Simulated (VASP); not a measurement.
A run of VASP 6.6.1 is set up as follows.

INCAR

```
ALGO = Normal
EDIFF = 1E-8
ENCUT = 520
GGA = PE
ISIF = 2
ISMEAR = -1
LASPH = T
LCHARG = F
LEFG = T
LREAL = F
LWAVE = F
NBANDS = 12
NELM = 80
PREC = Accurate
SIGMA = 0.05
```

KPOINTS

```
k-points
0
Gamma
  12 12 7
```

Contents of POSCAR:

```
Sb
1.0
    3.3913120892      0.0000000000      0.0000000000
   -1.6956560446      2.9369624214      0.0000000000
    0.0000000000      0.0000000000      5.3652990420
Sb
2
Direct
    0.3333333333      0.6666666667      0.2500000000
    0.6666666667      0.3333333333      0.7500000000
```

Potentials or basis: VASP PAW PBE potentials, release 64 (Sb).

Launch:

```sh
$ cat potpaw_PBE.64/Sb/POTCAR > POTCAR
$ mpirun -np 1 vasp_std > vasp.out
```

Predict the band gap on the k mesh.

zero (band 5 reaches 12.55 eV, above the bottom of band 6 at 5.77 eV).

Predict the pressure.

1.5 GPa.

Electric field gradients, principal values (V/Å²):
```tsv
atom	least	middle	greatest (by size)
1 Sb	-10.903	-10.903	21.806
2 Sb	-10.903	-10.903	21.806
```

Caveat: without QUAD_EFG the Cq values of the log hold for a quadrupole moment of 1 mb, not for the nuclei; spin-orbit coupling is left out, which moves the levels of the heavy elements.
